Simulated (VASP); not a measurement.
Input of a VASP 6.6.1 run:

Contents of INCAR:

```
ALGO = Normal ; EDIFF = 1E-7
EDIFFG = -0.01 ; ENCUT = 600
GGA = PE ; IBRION = 2
ISIF = 3 ; ISMEAR = 0
LASPH = True ; LCHARG = False
LREAL = False ; LWAVE = False
NELM = 100 ; NSW = 100
PREC = Accurate ; SIGMA = 0.1
```

The input KPOINTS:

```
k-points
0
Gamma
  9 9 8
```

Contents of POSCAR:

```
LiHg3S2
1.0
    6.3365598412      0.0000000000      0.0000000000
   -3.1682799206      5.4876217951      0.0000000000
    0.0000000000      0.0000000000      4.4186480636
Li Hg S
1 3 2
Direct
    0.0000000000      0.0000000000      0.0000000000
    0.5000000000      0.0000000000      0.5000000000
    0.0000000000      0.5000000000      0.5000000000
    0.5000000000      0.5000000000      0.5000000000
    0.6666666667      0.3333333333      0.0000000000
    0.3333333333      0.6666666667      0.0000000000
```

Potentials or basis: VASP PAW PBE potentials, release 64 (Li_sv, Hg, S).

Launch:

```bash
$ cat potpaw_PBE.64/Li_sv/POTCAR potpaw_PBE.64/Hg/POTCAR potpaw_PBE.64/S/POTCAR > POTCAR
$ mpirun -np 1 vasp_std > vasp.out
```

**Question.** Predict the space group after relaxing (to 0.05 Å).

**Answer.** P6/mmm (No. 191).

**Question.** What does it give for the relaxed cell?

**Answer.** a = 6.432 Å, b = 6.432 Å, c = 4.343 Å, α = 90.00°, β = 90.00°, γ = 120.00°.

**Question.** Estimate the relaxed volume.

**Answer.** 25.93 Å³/atom.

Final structure:
```
Li Hg S
1.0
     6.43160    0.00000    0.00000
    -3.21580    5.56993    0.00000
     0.00000    0.00000    4.34346
Li Hg S
1 3 2
Direct
  0.00000 0.00000 0.00000
  0.50000 0.00000 0.50000
  0.00000 0.50000 0.50000
  0.50000 0.50000 0.50000
  0.66667 0.33333 0.00000
  0.33333 0.66667 0.00000
```

Caveat: the cutoff is under 1.25 times the usual one of these potentials, so pressure, stress and relaxed cells hold a basis-set (Pulay) error.
